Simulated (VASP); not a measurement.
Crystal: NaPbBr3.

```
CELL_PARAMETERS angstrom
5.99851 0.00000 0.00000
0.00000 5.99851 0.00000
0.00000 0.00000 5.99851
ATOMIC_POSITIONS crystal
Na 0.00000 0.00000 0.00000
Pb 0.50000 0.50000 0.50000
Br 0.50000 0.50000 0.00000
Br 0.50000 0.00000 0.50000
Br 0.00000 0.50000 0.50000
```

This cell differs from its parent crystal: strain +1.5%.

Base run:

- Program: VASP 6.6.1
- Functional: r2SCAN
- Potentials or basis: VASP PAW PBE potentials, release 64 (Na_pv, Pb_d, Br)
- Cutoff: 520 eV
- k mesh: 4 × 4 × 4
- Occupations: gaussian, width 0.01 eV
- Spin: no spin polarisation

Its results: band gap on the k mesh 2.20 eV; pressure -0.8 GPa.

Question: The run is repeated on the same cell with these changes: functional from r2SCAN to PBE; occupations from gaussian, width 0.01 eV to fermi-dirac, width 0.02 eV. What comes out?

Answer: Band gap on the k mesh 1.81 eV; pressure -0.4 GPa.

Caveats: spin-orbit coupling is left out, which moves the levels of the heavy elements; the PAW data sets were made with another functional, which shifts forces and pressure a little (at least some runs).

A k mesh can miss the band edges.
